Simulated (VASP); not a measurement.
Crystal: Co.

```xyz
2
Lattice="2.4215 0.0000 0.0000 -1.2108 2.0971 0.0000 0.0000 0.0000 3.9391" Properties=species:S:1:pos:R:3 pbc="T T T"
Co    1.2108    0.6990    2.9543
Co    0.0000    1.3981    0.9848
```

Base run:

| Property | Result |
| --- | --- |
| Program | VASP 6.6.1 |
| Functional | RPBE |
| Dispersion | D4 |
| Potentials or basis | VASP PAW PBE potentials, release 64 (Co_sv) |
| Cutoff | 690 eV |
| k mesh | 12 × 12 × 7 |
| Occupations | fermi-dirac, width 0.05 eV |
| Spin | collinear spin, ferromagnetic start |
| Starting moments | [2.0, 2.0] μB |

Its results: pressure 11.4 GPa; net moment 3.08 μB per cell; site moments Co +1.61 μB.

Q: The run is repeated on the same cell with these changes: functional from RPBE to PBE exchange alone; dispersion from D4 to none. What comes out?

A: Pressure 51.5 GPa; net moment 3.20 μB per cell; site moments Co +1.68 μB.

Several settings changed at once.

Caveats: the cell stands under pressure; the PAW data sets were made with another functional, which shifts forces and pressure a little (at least some runs).
